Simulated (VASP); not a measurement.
# Br (I4/mmm) in VASP: single point with PBEsol

Aim: the single point of Br with PBEsol.

Everything below comes from runs of VASP 6.6.1. Logs are shortened: lines on timing, memory, paths and dates and some standing lists are left out, and cuts for length are marked.

## Step 1: The cell of the first run

It takes space group I4/mmm (No. 139, tetragonal). The conventional cell has a = 2.847 Å, b = 2.847 Å, c = 7.155 Å, α = 90.00°, β = 90.00°, γ = 90.00°. Within 3.8 Å of Br (site symmetry 4/mmm) lie 4 Br at 2.85 Å.

## Step 2: Single point, PBEsol

INCAR reads:

```
SYSTEM = Br
ALGO     = Normal         ! electronic algorithm
EDIFF    = 1E-7           ! SCF threshold, eV
ENCUT    = 520            ! plane-wave cutoff, eV
GGA      = PS             ! functional
ISIF     = 2              ! what is computed and relaxed
ISMEAR   = 0              ! smearing method
LASPH    = .True.         ! aspherical terms in the spheres
LCHARG   = .True.         ! write CHGCAR
LELF     = .True.         ! ELF
LREAL    = .False.        ! projectors in reciprocal space
LVHAR    = .True.       
LWAVE    = .False.        ! write WAVECAR
NBANDS   = 10             ! bands
NELM     = 60             ! most SCF steps
PREC     = Accurate       ! precision mode
SIGMA    = 0.1            ! smearing width, eV
```

KPOINTS reads:

```
k-points
0
Gamma
  6 6 6
  0 0 0
```

POSCAR reads:

```
Br
1.0
   -1.4234900000      1.4234900000      3.5775200000
    1.4234900000     -1.4234900000      3.5775200000
    1.4234900000      1.4234900000     -3.5775200000
Br
1
Direct
    0.0000000000      0.0000000000      0.0000000000
```

Potentials or basis: VASP PAW PBE potentials, release 64 (Br).

Command:

```console
$ cat potpaw_PBE.64/Br/POTCAR > POTCAR
$ mpirun -np 1 vasp_std > vasp.out
```

OUTCAR:

```text
SYSTEM = Br
   EDIFF = 1E-7
   ENCUT = 520
   GGA = PS
   ISIF = 2
   ISMEAR = 0
   LASPH = .True.
   LREAL = .False.
   NELM = 60
   PREC = Accurate

 ion  position               nearest neighbor table
   1  0.000  0.000  0.000-

  LATTYP: Found a body centered tetragonal cell.
 ALAT       =     2.8469800000
 C/A-ratio  =     2.5132034647

  Lattice vectors:

 A1 = (  -1.4234900000,   1.4234900000,   3.5775200000)
 A2 = (   1.4234900000,  -1.4234900000,   3.5775200000)
 A3 = (   1.4234900000,   1.4234900000,  -3.5775200000)

Analysis of symmetry for initial positions (statically):
=====================================================================
 Subroutine PRICEL returns:
 Original cell was already a primitive cell.

 Routine SETGRP: Setting up the symmetry group for a
 body centered tetragonal supercell.

 Subroutine GETGRP returns: Found 16 space group operations
 (whereof 16 operations were pure point group operations)
 out of a pool of 16 trial point group operations.

The static configuration has the point symmetry D_4h.

Analysis of symmetry for dynamics (positions and initial velocities):
=====================================================================
 Subroutine PRICEL returns:
 Original cell was already a primitive cell.

 Routine SETGRP: Setting up the symmetry group for a
 body centered tetragonal supercell.

 Subroutine GETGRP returns: Found 16 space group operations
 (whereof 16 operations were pure point group operations)
 out of a pool of 16 trial point group operations.

The dynamic configuration has the point symmetry D_4h.

 Subroutine INISYM returns: Found 16 space group operations
 (whereof 16 operations are pure point group operations),
 and found     1 'primitive' translations

----------------------------------------------------------------------------------------

                                     Primitive cell

  volume of cell :      28.9969

  direct lattice vectors                    reciprocal lattice vectors
    -1.423490000  1.423490000  3.577520000     0.000000000  0.351249394  0.139761623
     1.423490000 -1.423490000  3.577520000     0.351249394  0.000000000  0.139761623
     1.423490000  1.423490000 -3.577520000     0.351249394  0.351249394  0.000000000

  length of vectors
     4.105033119  4.105033119  4.105033119     0.378033660  0.378033660  0.496741657

  position of ions in fractional coordinates (direct lattice)
     0.000000000  0.000000000  0.000000000

  ion indices of the primitive-cell ions
   primitive index   ion index
                 1           1

----------------------------------------------------------------------------------------

 KPOINTS: k-points

Automatic generation of k-mesh.
 Grid dimensions read from file:
 generate k-points for:    6    6    6

 Generating k-lattice:

  Cartesian coordinates                     Fractional coordinates (reciprocal lattice)
     0.000000000  0.058541566  0.023293604     0.166666667  0.000000000 -0.000000000
     0.058541566  0.000000000  0.023293604     0.000000000  0.166666667 -0.000000000
     0.058541566  0.058541566  0.000000000     0.000000000  0.000000000  0.166666667

  Length of vectors
     0.063005610  0.063005610  0.082790276

  Shift w.r.t. Gamma in fractional coordinates (k-lattice)
     0.000000000  0.000000000  0.000000000

 Subroutine IBZKPT returns following result:
 ===========================================

 Found     30 irreducible k-points:

 Following reciprocal coordinates:
            Coordinates               Weight
  0.000000  0.000000  0.000000      1.000000
  0.166667  0.000000 -0.000000      8.000000
  0.333333  0.000000  0.000000      8.000000
  0.500000  0.000000  0.000000      4.000000
  0.166667  0.166667  0.000000      8.000000
  0.333333  0.166667  0.000000     16.000000
[... 16 lines left out ...]
 -0.333333 -0.333333  0.166667      8.000000
 -0.166667 -0.333333  0.166667      8.000000
 [... further k-points ...]
   k-points           NKPTS =     30   k-points in BZ     NKDIM =     30   number of bands    NBANDS=     10
   number of dos      NEDOS =    301   number of ions     NIONS =      1
   total plane-waves  NPLWV =  32768
   dimension x,y,z NGX =    32 NGY =   32 NGZ =   32
   dimension x,y,z NGXF=    64 NGYF=   64 NGZF=   64
   ions per type =               1
   NGX,Y,Z   is equivalent  to a cutoff of  12.96, 12.96, 12.96 a.u.
   NGXF,Y,Z  is equivalent  to a cutoff of  25.92, 25.92, 25.92 a.u.
 SYSTEM =  Br
   PREC   = accura    normal or accurate (medium, high low for compatibility)
   ISTART =      0    job   : 0-new  1-cont  2-samecut
   ICHARG =      2    charge: 1-file 2-atom 10-const
   ISPIN  =      1    spin polarized calculation?
   LNONCOLLINEAR =      F non collinear calculations
   LSORBIT =      F    spin-orbit coupling
   LASPH  =      T    aspherical Exc in radial PAW
   ENCUT  =  520.0 eV  38.22 Ry    6.18 a.u.   7.63  7.63  7.63*2*pi/ulx,y,z
   NELM   =     60;   NELMIN=  2; NELMDL= -5     # of ELM steps
   EDIFF  = 0.1E-06   stopping-criterion for ELM
   LREAL  =      F    real-space projection
   EDIFFG = 0.1E-05   stopping-criterion for IOM
   NSW    =      0    number of steps for IOM
   IBRION =     -1    ionic relax: 0-MD 1-quasi-New 2-CG
   NFREE  =      0    steps in history (QN), initial steepest desc. (CG)
   ISIF   =      2    stress and relaxation
   ISYM   =      2    0-nonsym 1-usesym 2-fastsym
   POTIM  = 0.5000    time-step for ionic-motion
   TEBEG  =    0.0;   TEEND  =   0.0 temperature during run
   PSTRESS=    0.0 pullay stress
   NELECT =       7.0000    total number of electrons
   NUPDOWN=      -1.0000    fix difference up-down
   EMIN   =  10.00;   EMAX   =-10.00  energy-range for DOS
   EFERMI =   0.00;   METHOD = LEGACY
   ISMEAR =     0;   SIGMA  =   0.10  broadening in eV -4-tet -1-fermi 0-gaus
   EFERMI_NEDOS =   21; number of points for ismear=-14 and -15
   IALGO  =     38    algorithm
   IMIX   =      4    mixing-type and parameters
     AMIX     =   0.40;   BMIX     =  1.00
     AMIX_MAG =   1.60;   BMIX_MAG =  1.00
  volume/ion in A,a.u.               =      29.00       195.68
  Fermi-wavevector in a.u.,A,eV,Ry     =   1.019351  1.926295 14.137502  1.039077
  Thomas-Fermi vector in A             =   2.152860
   LORBIT       =      0    0 simple, 1 ext, 2 COOP (PROOUT), +10 PAW based schemes
   GGA     = PS    functional components
   LHFCALC =     F    Hartree Fock is set to
   AEXX    =    0.0000 exact exchange contribution
   IVDW    =     0    specifies the selected vdW correction
   LEPSILON=     F    determine dielectric tensor
   LRPA    =     F    only Hartree local field effects (RPA)
 non-spin polarized calculation
 Gauss-broadening in eV      SIGMA  =   0.10
  energy-cutoff  :      520.00
  volume of cell :       29.00
 maximum number of plane-waves:       805
 NGX is ok and might be reduce to    32
   NGX = 15   NGY = 15   NGZ = 15

 number of electron       7.0000000 magnetization

 Free energy of the ion-electron system (eV)
  ---------------------------------------------------
  ext. energy  EPLUGINS =         0.00000000
  ---------------------------------------------------
  free energy    TOTEN  =        -1.62689849 eV

  energy without entropy =       -1.61813278  energy(sigma->0) =       -1.62251563

 E-fermi :   0.8769     XC(G=0):  -8.8471

 val. band max:        0.8674129450   @ k =  -0.3333   0.1667  -0.0000
 cond. band min:       1.1787161232   @ k =   0.5000   0.1667   0.0000
 fundamental gap:      0.3113031783
 Fermi energy:         0.8769333834

 k-point     1 :       0.0000    0.0000    0.0000
  band No.  band energies     occupation
      1     -14.9485      2.00000
      2      -0.9547      2.00000
      3       2.2897      0.00000
      4       2.2897      0.00000
      5       6.5742      0.00000
      6      11.1244      0.00000
      7      11.5282      0.00000
      8      17.1841      0.00000
      9      17.1841      0.00000
     10      17.6193      0.00000

 k-point     2 :       0.1667    0.0000   -0.0000
  band No.  band energies     occupation
      1     -14.6127      2.00000
      2      -0.9322      2.00000
      3       0.0231      2.00000
      4       2.4918      0.00000
      5       7.4932      0.00000
      6      11.6496      0.00000
      7      12.9548      0.00000
      8      14.3638      0.00000
      9      17.7261      0.00000
     10      19.2591      0.00000

 k-point     3 :       0.3333    0.0000    0.0000
  band No.  band energies     occupation
      1     -13.7996      2.00000
      2      -3.1696      2.00000
      3      -0.6951      2.00000
      4       2.9403      0.00000
      5       8.2590      0.00000
      6      11.4794      0.00000
      7      12.6366      0.00000
      8      17.5115      0.00000
      9      17.9773      0.00000
     10      19.3772      0.00000

 k-point     4 :       0.5000    0.0000    0.0000
  band No.  band energies     occupation
      1     -13.2788      2.00000
      2      -4.5434      2.00000
      3      -0.5511      2.00000
      4       3.1925      0.00000
      5       7.5130      0.00000
      6      13.3169      0.00000
      7      13.9397      0.00000
      8      16.0525      0.00000
      9      16.3888      0.00000
     10      18.1395      0.00000
[... 222 lines left out ...]
 k-point    22 :      -0.1667    0.5000    0.1667
  band No.  band energies     occupation
      1     -13.7175      2.00000
      2      -3.2466      2.00000
      3      -1.4122      2.00000
      4       2.8911      0.00000
      5       9.0910      0.00000
      6      12.2186      0.00000
      7      14.6741      0.00000
      8      16.5072      0.00000
      9      17.5467      0.00000
     10      19.2059      0.00000

 k-point    23 :      -0.3333   -0.3333    0.1667
  band No.  band energies     occupation
      1     -14.1475      2.00000
      2      -2.0511      2.00000
      3       0.1565      2.00000
      4       0.1817      2.00000
      5      10.5906      0.00000
      6      13.3244      0.00000
      7      14.1219      0.00000
      8      15.9480      0.00000
      9      16.7108      0.00000
     10      18.3006      0.00000

 k-point    24 :      -0.1667   -0.3333    0.1667
  band No.  band energies     occupation
      1     -14.5147      2.00000
      2      -1.9289      2.00000
      3      -0.0403      2.00000
      4       2.4248      0.00000
      5       9.4185      0.00000
      6      11.3000      0.00000
      7      13.5413      0.00000
      8      15.0826      0.00000
      9      18.6304      0.00000
     10      20.2393      0.00000

 [... further k-points ...]
[... 5 lines left out ...]
  --------------------------------------------------------------------------------------
  -------------------------------------------------------------------------------------
  Total       -0.2358554     -0.2358554      0.0242026      0.0000000      0.0000000      0.0000000
  in kB      -13.0318316    -13.0318316      1.3372806      0.0000000      0.0000000      0.0000000
  external PRESSURE =      -8.2421276 kB  Pullay stress =       0.0000000 kB

 VOLUME and BASIS-vectors are now :
 -----------------------------------------------------------------------------
  energy-cutoff  :      520.00
  volume of cell :       29.00
      direct lattice vectors                 reciprocal lattice vectors
    -1.423490000  1.423490000  3.577520000     0.000000000  0.351249394  0.139761623
     1.423490000 -1.423490000  3.577520000     0.351249394  0.000000000  0.139761623
     1.423490000  1.423490000 -3.577520000     0.351249394  0.351249394  0.000000000

 POSITION                                       TOTAL-FORCE (eV/Angst)
 -----------------------------------------------------------------------------------
      0.00000      0.00000      0.00000         0.000000      0.000000      0.000000
 -----------------------------------------------------------------------------------
    total drift:                                0.000000      0.000000     -0.000000

  FREE ENERGIE OF THE ION-ELECTRON SYSTEM (eV)
  ---------------------------------------------------
  free  energy   TOTEN  =        -1.6268984878 eV

  energy  without entropy=       -1.6181327781  energy(sigma->0) =       -1.62251563
```

Wall time 21 s (1 thread of AMD EPYC 7R43 (Zen 3), shared host); peak memory 0.13 GiB.

Results:

```yaml
Free_energy: -1.6269 eV
Pressure: -0.8 GPa
```

Stress tensor (GPa, compression positive):
```
-1.30  0.00  0.00
 0.00 -1.30  0.00
 0.00  0.00  0.13
```

Caveat: the k points lie up to 0.52 Å⁻¹ apart; the PAW data sets were made with another functional, which shifts forces and pressure a little; an odd number of electrons without spin polarisation forces a metal; a magnetic or distorted state may lie lower.
